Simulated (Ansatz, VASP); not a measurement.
Two plane-wave programs on MgSn2O3

INCAR

```
ALGO     = Normal         # electronic algorithm
EDIFF    = 1E-6           # SCF threshold, eV
ENCUT    = 520            # plane-wave cutoff, eV
GGA      = PE             # functional
ISIF     = 2              # what is computed and relaxed
ISMEAR   = 0              # smearing method
LASPH    = True           # aspherical terms in the spheres
LCHARG   = False          # write CHGCAR
LREAL    = False          # projectors in reciprocal space
LWAVE    = False          # write WAVECAR
NBANDS   = 33             # bands
NELM     = 100            # most SCF steps
PREC     = Accurate       # precision mode
SIGMA    = 0.1            # smearing width, eV
```

The input KPOINTS:

```
k-points
0
Gamma
  6 6 4
```

Contents of POSCAR:

```
MgSn2O3
1.0
    4.2706398200      0.0000000000      0.0000000000
   -2.1353199100      3.6984825700      0.0000000000
    0.0000000000      0.0000000000      7.2516588200
Mg Sn O
1 2 3
Direct
    0.0000000000      0.0000000000      0.5000000000
    0.3333333300      0.6666666700      0.5000000000
    0.6666666700      0.3333333300      0.5000000000
    0.3333333300      0.6666666700      0.0000000000
    0.6666666700      0.3333333300      0.0000000000
    0.0000000000      0.0000000000      0.0000000000
```

Input for Ansatz:

```yaml
crystal:
  lattice:
    - [4.27063982, 0.0, 0.0]
    - [-2.13531991, 3.69848257, 0.0]
    - [0.0, 0.0, 7.25165882]
  atoms:
    - { symbol: Mg, position: [0.0, 0.0, 0.5] }
    - { symbol: Sn, position: [0.33333333, 0.66666667, 0.5] }
    - { symbol: Sn, position: [0.66666667, 0.33333333, 0.5] }
    - { symbol: O, position: [0.33333333, 0.66666667, 0.0] }
    - { symbol: O, position: [0.66666667, 0.33333333, 0.0] }
    - { symbol: O, position: [0.0, 0.0, 0.0] }
basis:
  ecutwfc: 420
kpoints:
  mp_grid: { grid: [6, 6, 4] }
hamiltonian:
  xc: pbe
scf:
  occupations: { method: gaussian, width: 0.1 }
  lower_state_search: "off"
output:
  forces: true
  stress: true
  eigenvalues: true
```

Alike in both runs: task single point; functional PBE; k mesh 6 × 6 × 4; occupations gaussian, width 0.1 eV; no spin polarisation.

```csv
,VASP,Ansatz
version,VASP 6.6.1,Ansatz 0.2.0
potentials or method,"VASP PAW PBE potentials, release 64 (Mg, Sn_d, O), cutoff 520 eV","scalar-relativistic, plane waves, PAW"
valence electrons in the cell,48,56
```

```csv
,VASP,Ansatz,Ansatz less VASP
gap on the k mesh at the Fermi level (eV),none,none,-
pressure (GPa),22.4,22.5,+0.13
"traceless stress, the component that is largest in VASP (GPa)",-33.90,-33.89,+0.007
```

A gap of «none» marks a metal or a gap that the smearing closes. With one functional, cell and mesh, what is left measures potentials, basis and numerics. VASP's potentials hold 48 valence electrons a cell and Ansatz's 56, so a difference there can come from the potentials and not from the codes.
